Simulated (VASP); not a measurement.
# CdS (Fm-3m) in VASP: further runs

CdS is run at these levels: LDA; tasks: elastic constants.

All numbers are computed with VASP 6.6.1; they aren't measurements. Logs are shortened: lines on timing, memory, paths and dates and some standing lists are left out, and cuts for length are marked.

## Step 1: The cell of the first run

Symmetry: Fm-3m, No. 225, cubic system. Conventional cell: a = 5.226 Å, b = 5.226 Å, c = 5.226 Å, α = 90.00°, β = 90.00°, γ = 90.00°. Within 3.4 Å of Cd (site symmetry m-3m) lie 6 S at 2.61 Å. S (site symmetry m-3m) has 6 Cd at 2.61 Å within 3.4 Å.

## Step 2: Elastic constants, LDA

Contents of INCAR:

```
PREC = Accurate
ENCUT = 600
EDIFF = 1E-8
ISMEAR = -1
SIGMA = 0.08
LREAL = F
LASPH = T
NELM = 80
ALGO = Normal
ISIF = 3
LWAVE = F
LCHARG = F
GGA = CA
IBRION = 6
NFREE = 2
POTIM = 0.015
NSW = 1
```

Contents of KPOINTS:

```
regular mesh
0
Gamma
  16 16 16
```

Contents of POSCAR:

```
CdS
1.0
    0.0000000000      2.6128048504      2.6128048504
    2.6128048504      0.0000000000      2.6128048504
    2.6128048504      2.6128048504      0.0000000000
Cd S
1 1
Direct
    0.0000000000      0.0000000000      0.0000000000
    0.5000000000      0.5000000000      0.5000000000
```

Potentials or basis: VASP PAW LDA potentials, release 64 (Cd, S).

Started as:

```bash
$ cat potpaw_LDA.64/Cd/POTCAR potpaw_LDA.64/S/POTCAR > POTCAR
$ mpirun -np 1 vasp_std > vasp.out
```

OUTCAR:

```text
PREC = Accurate
   ENCUT = 600
   EDIFF = 1E-8
   ISMEAR = -1
   LREAL = F
   LASPH = T
   NELM = 80
   ISIF = 3
   GGA = CA
   IBRION = 6
   NFREE = 2
   POTIM = 0.015
   NSW = 1

 ion  position               nearest neighbor table
   1  0.000  0.000  0.000-   2 2.61   2 2.61   2 2.61   2 2.61   2 2.61   2 2.61
   2  0.500  0.500  0.500-   1 2.61   1 2.61   1 2.61   1 2.61   1 2.61   1 2.61

  LATTYP: Found a face centered cubic cell.
 ALAT       =     5.2256097008

  Lattice vectors:

 A1 = (   0.0000000000,   2.6128048504,   2.6128048504)
 A2 = (   2.6128048504,   0.0000000000,   2.6128048504)
 A3 = (   2.6128048504,   2.6128048504,   0.0000000000)

Analysis of symmetry for initial positions (statically):
=====================================================================
 Subroutine PRICEL returns:
 Original cell was already a primitive cell.

 Routine SETGRP: Setting up the symmetry group for a
 face centered cubic supercell.

 Subroutine GETGRP returns: Found 48 space group operations
 (whereof 48 operations were pure point group operations)
 out of a pool of 48 trial point group operations.

The static configuration has the point symmetry O_h .

Analysis of symmetry for dynamics (positions and initial velocities):
=====================================================================
 Subroutine PRICEL returns:
 Original cell was already a primitive cell.

 Routine SETGRP: Setting up the symmetry group for a
 face centered cubic supercell.

 Subroutine GETGRP returns: Found 48 space group operations
 (whereof 48 operations were pure point group operations)
 out of a pool of 48 trial point group operations.

The dynamic configuration has the point symmetry O_h .

 Subroutine INISYM returns: Found 48 space group operations
 (whereof 48 operations are pure point group operations),
 and found     1 'primitive' translations

----------------------------------------------------------------------------------------

                                     Primitive cell

  volume of cell :      35.6739

  direct lattice vectors                    reciprocal lattice vectors
     0.000000000  2.612804850  2.612804850    -0.191365230  0.191365230  0.191365230
     2.612804850  0.000000000  2.612804850     0.191365230 -0.191365230  0.191365230
     2.612804850  2.612804850  0.000000000     0.191365230  0.191365230 -0.191365230

  length of vectors
     3.695064055  3.695064055  3.695064055     0.331454300  0.331454300  0.331454300

  position of ions in fractional coordinates (direct lattice)
     0.000000000  0.000000000  0.000000000
     0.500000000  0.500000000  0.500000000

  ion indices of the primitive-cell ions
   primitive index   ion index
                 1           1
                 2           2

----------------------------------------------------------------------------------------

 KPOINTS: regular mesh

Automatic generation of k-mesh.
 Grid dimensions read from file:
 generate k-points for:   16   16   16

 Generating k-lattice:

  Cartesian coordinates                     Fractional coordinates (reciprocal lattice)
    -0.011960327  0.011960327  0.011960327     0.062500000  0.000000000  0.000000000
     0.011960327 -0.011960327  0.011960327     0.000000000  0.062500000  0.000000000
     0.011960327  0.011960327 -0.011960327     0.000000000  0.000000000  0.062500000

  Length of vectors
     0.020715894  0.020715894  0.020715894

  Shift w.r.t. Gamma in fractional coordinates (k-lattice)
     0.000000000  0.000000000  0.000000000

[... 105 lines left out ...]
  --------------------------------------------------------------------------------------
  -------------------------------------------------------------------------------------
  Total        1.7650853      1.7650853      1.7650853      0.0000000     -0.0000000      0.0000000
  in kB       79.2730111     79.2730111     79.2730111      0.0000000     -0.0000000      0.0000000
  external PRESSURE =      79.2730111 kB  Pullay stress =       0.0000000 kB
[... 89 lines left out ...]
  FREE ENERGIE OF THE ION-ELECTRON SYSTEM (eV)
  ---------------------------------------------------
  free  energy   TOTEN  =        -7.1721043198 eV

  energy  without entropy=       -7.1687229941  energy(sigma->0) =       -7.17041366

 E-fermi :   4.6429     XC(G=0): -11.5093

 val. band max:        4.6387349395   @ k =   0.4375   0.0000   0.4375
 cond. band min:       4.7328521154   @ k =   0.5000   0.0000   0.4375
 fundamental gap:      0.0941171760
 Fermi energy:         4.6428747494

 k-point     1 :       0.0000    0.0000    0.0000
  band No.  band energies     occupation
      1      -9.5788      2.00000
      2      -3.6855      2.00000
      3      -3.6855      2.00000
      4      -3.6836      2.00000
      5      -3.6740      2.00000
      6      -3.6496      2.00000
      7       3.2498      2.00000
      8       3.3450      2.00000
      9       3.3450      2.00000
     10       5.9052      0.00000
     11      13.6071      0.00000
     12      13.6071      0.00000
     13      13.6759      0.00000
[... 356 lines left out ...]
      2      -3.7355      2.00000
      3      -3.7140      2.00000
      4      -3.7022      2.00000
      5      -3.6662      2.00000
      6      -3.6156      2.00000
      7       2.5743      2.00000
      8       3.1386      2.00000
      9       3.5366      2.00000
     10       6.7608      0.00000
     11      12.7276      0.00000
     12      13.2665      0.00000
     13      13.7002      0.00000

 [... further k-points ...]

[... ionic steps 4 to 14 ...]

--------------------------------------- Ionic step       15  -------------------------------------------

 number of electron      18.0000001 magnetization

------------------------ aborting loop because EDIFF is reached ----------------------------------------
[... 67 lines left out ...]
--------------------------------------- Ionic step       17  -------------------------------------------

 number of electron      18.0000002 magnetization

 Free energy of the ion-electron system (eV)
  ---------------------------------------------------
  ext. energy  EPLUGINS =         0.00000000
  ---------------------------------------------------
  free energy    TOTEN  =        -7.20424083 eV

  energy without entropy =       -7.20087647  energy(sigma->0) =       -7.20255865

 E-fermi :   4.4593     XC(G=0): -11.4332

 val. band max:        4.4352154156   @ k =   0.0000   0.4375   0.4375
 cond. band min:       4.5189140544   @ k =   0.5000   0.4375   0.0000
 fundamental gap:      0.0836986387
 Fermi energy:         4.4593156983

 k-point     1 :       0.0000    0.0000    0.0000
  band No.  band energies     occupation
      1      -9.6234      2.00000
      2      -3.8028      2.00000
      3      -3.8020      2.00000
      4      -3.7970      2.00000
      5      -3.7970      2.00000
      6      -3.7967      2.00000
      7       3.1742      2.00000
      8       3.1742      2.00000
      9       3.1744      2.00000
     10       5.6372      0.00000
     11      13.4461      0.00000
     12      13.4461      0.00000
     13      13.4465      0.00000
[... 397 lines left out ...]
  FREE ENERGIE OF THE ION-ELECTRON SYSTEM (eV)
  ---------------------------------------------------
  free  energy   TOTEN  =        -7.2042408328 eV

  energy  without entropy=       -7.2008764714  energy(sigma->0) =       -7.20255865

 INTERNAL STRAIN TENSORS FROM STRAINED CELLS
 ============================================

 INTERNAL STRAIN TENSOR FOR ION    1 for displacements in x,y,z  (eV/Angst):
          X           Y           Z          XY          YZ          ZX
  --------------------------------------------------------------------------------
  x     0.00000     0.00000    -0.00000     0.00000     0.00000     0.00000
  y     0.00000     0.00000     0.00000     0.00000    -0.00000     0.00000
  z    -0.00000     0.00000    -0.00000     0.00000    -0.00000     0.00000

 INTERNAL STRAIN TENSORS FROM DISPLACED ATOMS
 ============================================

 INTERNAL STRAIN TENSOR FOR ION    1 for displacements in x,y,z  (eV/Angst):
          X           Y           Z          XY          YZ          ZX
  --------------------------------------------------------------------------------
  x     0.00000     0.00000     0.00000     0.00000     0.00000     0.00000
  y     0.00000     0.00000     0.00000     0.00000     0.00000     0.00000
  z     0.00000     0.00000     0.00000     0.00000     0.00000     0.00000

 INTERNAL STRAIN TENSOR FOR ION    2 for displacements in x,y,z  (eV/Angst):
          X           Y           Z          XY          YZ          ZX
  --------------------------------------------------------------------------------
  x     0.00000     0.00000     0.00000     0.00000     0.00000     0.00000
  y     0.00000     0.00000     0.00000     0.00000     0.00000     0.00000
  z     0.00000     0.00000     0.00000     0.00000     0.00000     0.00000

 Eigenvectors and eigenvalues of the dynamical matrix
 ----------------------------------------------------

   1 f  =    5.919927 THz    37.195997 2PiTHz  197.467504 cm-1    24.482839 meV
             X         Y         Z           dx          dy          dz
      0.000000  0.000000  0.000000     0.466734   -0.065712   -0.023644
      2.612805  2.612805  2.612805    -0.871930    0.122761    0.044170
[... 21 lines left out ...]
   6 f/i=    0.005496 THz     0.034535 2PiTHz    0.183340 cm-1     0.022731 meV
             X         Y         Z           dx          dy          dz
      0.000000  0.000000  0.000000    -0.836133    0.167589    0.223779
      2.612805  2.612805  2.612805    -0.447572    0.089708    0.119787

--------------------------------------------------------------------------------------------------------

 ELASTIC MODULI CONTR FROM IONIC RELAXATION (kBar)
 Direction    XX          YY          ZZ          XY          YZ          ZX
 --------------------------------------------------------------------------------
 XX           0.0000      0.0000      0.0000      0.0000      0.0000      0.0000
 YY           0.0000      0.0000      0.0000      0.0000      0.0000      0.0000
 ZZ           0.0000      0.0000      0.0000      0.0000      0.0000      0.0000
 XY           0.0000      0.0000      0.0000      0.0000      0.0000      0.0000
 YZ           0.0000      0.0000      0.0000      0.0000      0.0000      0.0000
 ZX           0.0000      0.0000      0.0000      0.0000      0.0000      0.0000
 --------------------------------------------------------------------------------

 TOTAL ELASTIC MODULI (kBar)
 Direction    XX          YY          ZZ          XY          YZ          ZX
 --------------------------------------------------------------------------------
 XX        2215.2149    702.6871    702.6871     -0.0000      0.0000     -0.0000
 YY         702.6871   2215.2149    702.6871      0.0000     -0.0000     -0.0000
 ZZ         702.6871    702.6871   2215.2149     -0.0000      0.0000      0.0000
 XY          -0.0000      0.0000     -0.0000    356.1370     -0.0000     -0.0000
 YZ           0.0000     -0.0000      0.0000     -0.0000    356.1370     -0.0000
 ZX          -0.0000     -0.0000      0.0000     -0.0000     -0.0000    356.1370
 --------------------------------------------------------------------------------
```

Wall time 33 min (1 thread of AMD EPYC 9R45 (Zen 5), shared host); peak memory 1 GiB.

Results:

```yaml
Elastic_constants_C11_C12_C44: 222, 70, 36 GPa
Voigt_bulk_modulus: 121 GPa
Highest_phonon_frequency_at_Γ_LO-TO_splitting_left_out: 197 cm⁻¹
```

Phonon frequencies in cm⁻¹ (negative: imaginary):
```csv
q point,frequencies
"(0.000, 0.000, 0.000)",0 0 0 197 197 197
```

Elastic tensor in Voigt notation (GPa, in the Cartesian axes of the cell as first typed):
```
222  70  70   0   0   0
 70 222  70   0   0   0
 70  70 222   0   0   0
  0   0   0  36   0   0
  0   0   0   0  36   0
  0   0   0   0   0  36
```

Clamped-ion elastic tensor (GPa):
```
222  70  70   0   0   0
 70 222  70   0   0   0
 70  70 222   0   0   0
  0   0   0  36   0   0
  0   0   0   0  36   0
  0   0   0   0   0  36
```

Caveat: the cell is under stress, which shifts elastic constants.

## Step 3: Elastic constants, LDA

This run uses another cell than the first one, of 18.83 Å³/atom.

Contents of INCAR:

```
  ALGO = Normal
  EDIFF = 1E-8
  ENCUT = 600
  GGA = CA
  IBRION = 6
  ISIF = 3
  ISMEAR = -1
  LASPH = T
  LCHARG = F
  LREAL = F
  LWAVE = F
  NBANDS = 16
  NELM = 80
  NFREE = 2
  NSW = 1
  POTIM = 0.015
  PREC = Accurate
  SIGMA = 0.08
```

Contents of KPOINTS:

```
k-points
0
Gamma
  16 16 16
```

Contents of POSCAR:

```
CdS
1.0
    0.0000000000      2.6604515918      2.6604515918
    2.6604515918      0.0000000000      2.6604515918
    2.6604515918      2.6604515918      0.0000000000
Cd S
1 1
Direct
    0.0000000000      0.0000000000      0.0000000000
    0.5000000000      0.5000000000      0.5000000000
```

Potentials or basis: VASP PAW LDA potentials, release 64 (Cd, S).

Started as:

```bash
$ cat potpaw_LDA.64/Cd/POTCAR potpaw_LDA.64/S/POTCAR > POTCAR
$ mpirun -np 1 vasp_std > vasp.out
```

Run time: 86 min. Hardware: 1 thread of Oxide Virtual Turin-like, shared host; peak memory 1.2 GiB.

The run converged. Its results:

* Elastic constants C11, C12, C44: 173, 62, 36 GPa
* Voigt bulk modulus: 99 GPa
* Highest phonon frequency at Γ, LO-TO splitting left out: 165 cm⁻¹

Phonon frequencies in cm⁻¹ (negative: imaginary):
| q point | frequencies |
| --- | --- |
| (0.000, 0.000, 0.000) | 0 0 0 165 165 165 |

Elastic tensor in Voigt notation (GPa, in the Cartesian axes of the cell as first typed):
```
173  62  62   0   0   0
 62 173  62   0   0   0
 62  62 173   0   0   0
  0   0   0  36   0   0
  0   0   0   0  36   0
  0   0   0   0   0  36
```

Clamped-ion elastic tensor (GPa):
```
173  62  62   0   0   0
 62 173  62   0   0   0
 62  62 173   0   0   0
  0   0   0  36   0   0
  0   0   0   0  36   0
  0   0   0   0   0  36
```

Caveat: the cell is under stress, which shifts elastic constants.
